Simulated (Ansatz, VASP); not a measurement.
Two plane-wave programs on Mg3Zr

```xyz
4
Lattice="4.3669 0.0000 0.0000 0.0000 4.3669 0.0000 0.0000 0.0000 4.3669" Properties=species:S:1:pos:R:3 pbc="T T T"
Mg    2.1834    2.1834    0.0000
Mg    2.1834    0.0000    2.1834
Mg    0.0000    2.1834    2.1834
Zr    0.0000    0.0000    0.0000
```

Alike in both runs: task single point; functional LDA; k mesh 5 × 5 × 5; occupations gaussian, width 0.1 eV; no spin polarisation.

```csv
,VASP,Ansatz
version,VASP 6.6.1,Ansatz 0.2.0
potentials or method,"VASP PAW LDA potentials, release 64 (Mg, Zr_sv), cutoff 520 eV","plane waves, PAW"
valence electrons in the cell,18,42
```

VASP gave:

- pressure (GPa): -0.3

Question: Estimate Ansatz's values.

Answer: Pressure (GPa): 0.0.

LDA's correlation is that of Perdew and Zunger in VASP and of Perdew and Wang (1992) in Ansatz. VASP's potentials hold 18 valence electrons a cell and Ansatz's 42, so a difference there can come from the potentials and not from the codes.
